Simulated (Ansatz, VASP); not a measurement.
# One calculation of W, two programs

```
W
1.0
     3.18587    0.00000    0.00000
     0.00000    3.18587    0.00000
     0.00000    0.00000    3.18587
W
2
Direct
  0.00000 0.00000 0.00000
  0.50000 0.50000 0.50000
```

Alike in both runs: task single point; functional PBEsol; k mesh 16 × 16 × 16; occupations gaussian, width 0.1 eV; no spin polarisation; Hubbard terms W d U = 2.0 eV.

|  | VASP | Ansatz |
| --- | --- | --- |
| version | VASP 6.6.1 | Ansatz 0.2.0 |
| potentials or method | VASP PAW PBE potentials, release 64 (W_sv), cutoff 500 eV | scalar-relativistic, plane waves, PAW |
| valence electrons in the cell | 28 | 28 |

```tsv
	VASP	Ansatz	Ansatz less VASP
gap on the k mesh at the Fermi level (eV)	none	none	-
pressure (GPa)	-3.1	-8.0	-4.96
```

VASP's potentials were made for PBE, not for PBEsol. The programs project onto different local orbitals, so the same U acts differently, and such runs can settle in different states. A gap of «none» marks a metal or a gap that the smearing closes. Ansatz's warnings: filled band counts differ across k points.

Spin-orbit coupling is off throughout.
